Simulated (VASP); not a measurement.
# Cu (P1) in VASP: notebook

Runs on Cu. Level: PBE. Tasks: single point.

All numbers are computed with VASP 6.6.1; they aren't measurements. Logs are shortened: lines on timing, memory, paths and dates and some standing lists are left out, and cuts for length are marked.

## 1. The cell of the first run

The typed cell holds 8 atoms: a = 5.059 Å, b = 5.059 Å, c = 5.059 Å, α = 60.00°, β = 60.00°, γ = 60.00°.

## 2. Single point, PBE

The input, INCAR:

```
PREC     = Accurate       # precision mode
ENCUT    = 600            # plane-wave cutoff, eV
EDIFF    = 1E-6           # SCF threshold, eV
ISMEAR   = -1             # smearing method
SIGMA    = 0.1            # smearing width, eV
LREAL    = False          # projectors in reciprocal space
LASPH    = True           # aspherical terms in the spheres
NELM     = 120            # most SCF steps
ALGO     = Normal         # electronic algorithm
ISIF     = 2              # what is computed and relaxed
LWAVE    = False          # write WAVECAR
LCHARG   = True           # write CHGCAR
GGA      = PE             # functional
LELF     = True           # ELF
LVHAR    = True         
NBANDS   = 54             # bands
GGA_COMPAT= False
```

The input, KPOINTS:

```
Automatic mesh
0
Gamma
  5 5 5
```

The input, POSCAR:

```
Cu
1.0
    0.0000000000      3.5774300000      3.5774300000
    3.5774300000      0.0000000000      3.5774300000
    3.5774300000      3.5774300000      0.0000000000
Cu
8
Direct
    0.0184860000     -0.0052410000      0.0031220000
    0.0011580000      0.0066030000      0.4889140000
   -0.0032790000      0.4940590000     -0.0084960000
   -0.0066720000      0.4959480000      0.4977330000
    0.4928310000      0.0033370000     -0.0043290000
    0.4747170000      0.0094140000      0.4969020000
    0.4941230000      0.5021220000      0.0018180000
    0.5004170000      0.4932440000      0.5015150000
```

Potentials or basis: VASP PAW PBE potentials, release 64 (Cu).

The run is started by

```bash
$ cat potpaw_PBE.64/Cu/POTCAR > POTCAR
$ mpirun -np 1 vasp_std > vasp.out
```

OUTCAR:

```text
PREC = Accurate
   ENCUT = 600
   EDIFF = 1E-6
   ISMEAR = -1
   LREAL = False
   LASPH = True
   NELM = 120
   ISIF = 2
   GGA = PE

 ion  position               nearest neighbor table
   1  0.018  0.995  0.003-   5 2.40   6 2.44   3 2.44   2 2.45   7 2.45   4 2.52   4 2.55   7 2.61
                             2 2.62   3 2.62   6 2.63   5 2.66
   2  0.001  0.007  0.489-   6 2.42   1 2.45   4 2.48   5 2.49   3 2.49   8 2.50   8 2.56   5 2.57
                             3 2.57   4 2.58   1 2.62   6 2.64
   3  0.997  0.494  0.992-   1 2.44   2 2.49   5 2.50   7 2.50   4 2.50   8 2.51   8 2.55   4 2.56
                             5 2.56   7 2.56   2 2.57   1 2.62
   4  0.993  0.496  0.498-   6 2.45   2 2.48   8 2.49   3 2.50   1 2.52   7 2.52   7 2.54   1 2.55
                             3 2.56   8 2.57   2 2.58   6 2.61
   5  0.493  0.003  0.996-   1 2.40   8 2.49   2 2.49   3 2.50   6 2.51   7 2.52   7 2.54   6 2.55
                             3 2.56   2 2.57   8 2.57   1 2.66
   6  0.475  0.009  0.497-   2 2.42   1 2.44   4 2.45   7 2.50   5 2.51   8 2.53   8 2.54   5 2.55
                             7 2.56   4 2.61   1 2.63   2 2.64
   7  0.494  0.502  0.002-   1 2.45   3 2.50   6 2.50   5 2.52   4 2.52   8 2.52   8 2.54   4 2.54
                             5 2.54   6 2.56   3 2.56   1 2.61
   8  0.500  0.493  0.502-   5 2.49   4 2.49   2 2.50   3 2.51   7 2.52   6 2.53   6 2.54   7 2.54
                             3 2.55   2 2.56   4 2.57   5 2.57

  LATTYP: Found a face centered cubic cell.
 ALAT       =     7.1548600000

  Lattice vectors:

 A1 = (   0.0000000000,   3.5774300000,   3.5774300000)
 A2 = (   3.5774300000,   0.0000000000,   3.5774300000)
 A3 = (   3.5774300000,   3.5774300000,   0.0000000000)

Analysis of symmetry for initial positions (statically):
=====================================================================
 Subroutine PRICEL returns:
 Original cell was already a primitive cell.

 Routine SETGRP: Setting up the symmetry group for a
 face centered cubic supercell.

 Subroutine GETGRP returns: Found  1 space group operations
 (whereof  1 operations were pure point group operations)
 out of a pool of 48 trial point group operations.

The static configuration has the point symmetry C_1 .

Analysis of symmetry for dynamics (positions and initial velocities):
=====================================================================
 Subroutine PRICEL returns:
 Original cell was already a primitive cell.

 Routine SETGRP: Setting up the symmetry group for a
 face centered cubic supercell.

 Subroutine GETGRP returns: Found  1 space group operations
 (whereof  1 operations were pure point group operations)
 out of a pool of 48 trial point group operations.

[... 116 lines left out ...]
   IBRION =     -1    ionic relax: 0-MD 1-quasi-New 2-CG
   NFREE  =      0    steps in history (QN), initial steepest desc. (CG)
   ISIF   =      2    stress and relaxation
   ISYM   =      2    0-nonsym 1-usesym 2-fastsym
   POTIM  = 0.5000    time-step for ionic-motion
   TEBEG  =    0.0;   TEEND  =   0.0 temperature during run
   PSTRESS=    0.0 pullay stress
   NELECT =      88.0000    total number of electrons
   NUPDOWN=      -1.0000    fix difference up-down
   EMIN   =  10.00;   EMAX   =-10.00  energy-range for DOS
   EFERMI =   0.00;   METHOD = LEGACY
   ISMEAR =    -1;   SIGMA  =   0.10  broadening in eV -4-tet -1-fermi 0-gaus
   EFERMI_NEDOS =   21; number of points for ismear=-14 and -15
   IALGO  =     38    algorithm
   IMIX   =      4    mixing-type and parameters
     AMIX     =   0.40;   BMIX     =  1.00
     AMIX_MAG =   1.60;   BMIX_MAG =  1.00
  volume/ion in A,a.u.               =      11.45        77.24
  Fermi-wavevector in a.u.,A,eV,Ry     =   1.615553  3.052953 35.511368  2.610012
  Thomas-Fermi vector in A             =   2.710282
   LORBIT       =      0    0 simple, 1 ext, 2 COOP (PROOUT), +10 PAW based schemes
   GGA     = PE    functional components
   LHFCALC =     F    Hartree Fock is set to
   AEXX    =    0.0000 exact exchange contribution
   IVDW    =     0    specifies the selected vdW correction
   LEPSILON=     F    determine dielectric tensor
   LRPA    =     F    only Hartree local field effects (RPA)
 non-spin polarized calculation
  energy-cutoff  :      600.00
  volume of cell :       91.57
 maximum number of plane-waves:      3119
   NGX = 21   NGY = 21   NGZ = 21

 number of electron      87.9999987 magnetization

 Free energy of the ion-electron system (eV)
  ---------------------------------------------------
  ext. energy  EPLUGINS =         0.00000000
  ---------------------------------------------------
  free energy    TOTEN  =       -29.51248038 eV

  energy without entropy =      -29.38655183  energy(sigma->0) =      -29.44951611

 E-fermi :   7.9156     XC(G=0): -12.9062

 val. band max:        7.8629681235   @ k =   0.0000   0.2000   0.0000
 cond. band min:       8.0534727529   @ k =  -0.4000   0.2000   0.0000
 fundamental gap:      0.1905046294
 Fermi energy:         7.9155985738

 k-point     1 :       0.0000    0.0000    0.0000
  band No.  band energies     occupation
      1      -1.6156      2.00000
      2       2.7028      2.00000
      3       2.7089      2.00000
      4       2.7124      2.00000
      5       2.7160      2.00000
      6       2.8903      2.00000
[... 1357 lines left out ...]
     53      15.9589      0.00000
     54      16.9758      0.00000

 [... further k-points ...]
[... 5 lines left out ...]
  --------------------------------------------------------------------------------------
  -------------------------------------------------------------------------------------
  Total        4.8665824      4.8568979      4.8955434     -0.0405303      0.2091096      0.0125229
  in kB       85.1512907     84.9818395     85.6580261     -0.7091648      3.6588215      0.2191152
  external PRESSURE =      85.2637188 kB  Pullay stress =       0.0000000 kB

 VOLUME and BASIS-vectors are now :
 -----------------------------------------------------------------------------
  energy-cutoff  :      600.00
  volume of cell :       91.57
      direct lattice vectors                 reciprocal lattice vectors
     0.000000000  3.577430000  3.577430000    -0.139765139  0.139765139  0.139765139
     3.577430000  0.000000000  3.577430000     0.139765139 -0.139765139  0.139765139
     3.577430000  3.577430000  0.000000000     0.139765139  0.139765139 -0.139765139

 POSITION                                       TOTAL-FORCE (eV/Angst)
 -----------------------------------------------------------------------------------
      3.56985      0.07730      3.62481        -0.001169     -0.879881     -0.879710
      1.77268      1.75320      0.02776         0.133545      0.131072     -0.703242
      5.31450      7.11274      5.33316         0.490679     -0.068927      0.418702
      3.55482      5.33417      5.32778         0.355540     -0.195696      0.168048
      3.57388      5.32501      1.77501        -0.261772      0.557690      0.444384
      1.81131      3.47590      1.73194        -0.473297      0.697999      0.471076
      1.80281      1.77419      3.56400        -0.326027      0.032272     -0.004125
      3.55868      3.58434      3.55475         0.082501     -0.274529      0.084866
 -----------------------------------------------------------------------------------
    total drift:                                0.000296     -0.000394      0.000735

  FREE ENERGIE OF THE ION-ELECTRON SYSTEM (eV)
  ---------------------------------------------------
  free  energy   TOTEN  =       -29.5124803796 eV

  energy  without entropy=      -29.3865518322  energy(sigma->0) =      -29.44951611
```

OSZICAR:

```text
N       E                     dE             d eps       ncg     rms          rms(c)
DAV:   1     0.867280393276E+03    0.86728E+03   -0.41274E+04  6882   0.330E+03
DAV:   2     0.962529363578E+02   -0.77103E+03   -0.74926E+03  6804   0.558E+02
DAV:   3    -0.306223820212E+02   -0.12688E+03   -0.11964E+03  6834   0.267E+02
DAV:   4    -0.367569781061E+02   -0.61346E+01   -0.60514E+01  7540   0.815E+01
DAV:   5    -0.368566604769E+02   -0.99682E-01   -0.99644E-01  7838   0.114E+01    0.218E+01
DAV:   6    -0.320027033654E+02    0.48540E+01   -0.69370E+01  7286   0.129E+02    0.102E+01
DAV:   7    -0.295926282375E+02    0.24101E+01   -0.12348E+01  7534   0.544E+01    0.151E+00
DAV:   8    -0.295498925174E+02    0.42736E-01   -0.36071E-01  8832   0.145E+01    0.148E+00
DAV:   9    -0.295250584512E+02    0.24834E-01   -0.81273E-02  7534   0.969E+00    0.856E-01
DAV:  10    -0.295128007343E+02    0.12258E-01   -0.26184E-02  8760   0.278E+00    0.218E-01
DAV:  11    -0.295124518003E+02    0.34893E-03   -0.70070E-03  7944   0.163E+00    0.706E-02
DAV:  12    -0.295125371299E+02   -0.85330E-04   -0.13037E-03  7520   0.905E-01    0.660E-02
DAV:  13    -0.295124897379E+02    0.47392E-04   -0.25390E-04  7448   0.451E-01    0.346E-02
DAV:  14    -0.295124842545E+02    0.54834E-05   -0.69044E-05  7854   0.213E-01    0.182E-02
DAV:  15    -0.295124840996E+02    0.15485E-06   -0.47789E-05  7694   0.136E-01    0.861E-03
DAV:  16    -0.295124828045E+02    0.12951E-05   -0.99692E-06  7088   0.590E-02    0.721E-03
DAV:  17    -0.295124801383E+02    0.26662E-05   -0.28068E-06  4718   0.397E-02    0.189E-03
DAV:  18    -0.295124803796E+02   -0.24126E-06   -0.74144E-07  4062   0.121E-02
   1 F= -.29512480E+02 E0= -.29449516E+02  d E =-.125929E+00
```

stdout:

```text
POSCAR found type information on POSCAR Cu
 POSCAR found :  1 types and       8 ions
 scaLAPACK will be used
 LDA part: xc-table for (Slater+PW92), standard interpolation
 POSCAR, INCAR and KPOINTS ok, starting setup
 FFT: planning ... GRIDC
 FFT: planning ... GRID_SOFT
 FFT: planning ... GRID
 WAVECAR not read
 entering main loop
```

Wall time 5.1 min (1 thread of Intel Xeon 6975P-C (Granite Rapids), shared host); peak memory 0.4 GiB.

What came out:

| Property | Result |
| --- | --- |
| Free energy | -29.5125 eV |
| Pressure | 8.5 GPa |
| Largest force | 1.244 eV/Å |
| Band gap on the k mesh | zero (bands 44 and 45 overlap by 1.73 eV) |

Forces on the atoms (eV/Å):
```
Cu  -0.001 -0.880 -0.880
Cu   0.134  0.131 -0.703
Cu   0.491 -0.069  0.419
Cu   0.356 -0.196  0.168
Cu  -0.262  0.558  0.444
Cu  -0.473  0.698  0.471
Cu  -0.326  0.032 -0.004
Cu   0.083 -0.275  0.085
```

Stress tensor (GPa, compression positive):
```
 8.52 -0.07  0.02
-0.07  8.50  0.37
 0.02  0.37  8.57
```

Levels at points of the mesh, in eV from the Fermi level:
| k point | band 41 | band 42 | band 43 | band 44 | band 45 | band 46 | band 47 | band 48 |
| --- | --- | --- | --- | --- | --- | --- | --- | --- |
| (0.00, 0.00, 0.00) | -1.46 | -1.01 | -1.01 | -0.97 | -0.96 | 1.55 | 1.56 | 1.59 |

Caveat: the cell stands under pressure; forces of over 1 eV/Å act on the atoms, so gaps and moduli don't describe the material at rest.

## 3. Single point, PBE

The input, INCAR:

```
SYSTEM = Cu
  PREC = Accurate
  ENCUT = 600
  EDIFF = 1E-6
  ISMEAR = -1
  SIGMA = 0.1
  LREAL = .False.
  LASPH = .True.
  NELM = 120
  ALGO = Normal
  ISIF = 2
  LWAVE = .False.
  LCHARG = .True.
  GGA = PE
  LELF = .True.
  LVHAR = .True.
  NBANDS = 54
  GGA_COMPAT = .False.
```

The input, KPOINTS:

```
regular mesh
0
Gamma
  5 5 5
  0 0 0
```

POSCAR is that of step 2.

Potentials or basis: VASP PAW PBE potentials, release 64 (Cu).

The run is started by

```bash
$ cat potpaw_PBE.64/Cu/POTCAR > POTCAR
$ mpirun -np 1 vasp_std > vasp.out
```

Wall time 4.4 min (1 thread of Intel Xeon 6975P-C (Granite Rapids), shared host); peak memory 0.39 GiB.

It converged, with:

- Free energy: -29.5125 eV
- Pressure: 8.5 GPa
- Largest force: 1.244 eV/Å
- Band gap on the k mesh: zero (bands 44 and 45 overlap by 1.73 eV)

Forces in eV/Å, atoms in the order of the input:
```
Cu  -0.001 -0.880 -0.880
Cu   0.134  0.131 -0.703
Cu   0.491 -0.069  0.419
Cu   0.356 -0.196  0.168
Cu  -0.262  0.558  0.444
Cu  -0.473  0.698  0.471
Cu  -0.326  0.032 -0.004
Cu   0.083 -0.275  0.085
```

Stress tensor (GPa, compression positive):
```
 8.52 -0.07  0.02
-0.07  8.50  0.37
 0.02  0.37  8.57
```

Levels at points of the mesh, in eV from the Fermi level:
| k point | band 42 | band 43 | band 44 | band 45 | band 46 | band 47 |
| --- | --- | --- | --- | --- | --- | --- |
| (0.00, 0.00, 0.00) | -1.01 | -1.01 | -0.97 | -0.96 | 1.55 | 1.56 |

Caveat: the cell stands under pressure; forces of over 1 eV/Å act on the atoms, so gaps and moduli don't describe the material at rest.

The gap in the log of VASP goes by the Fermi energy; the results here count the filled bands.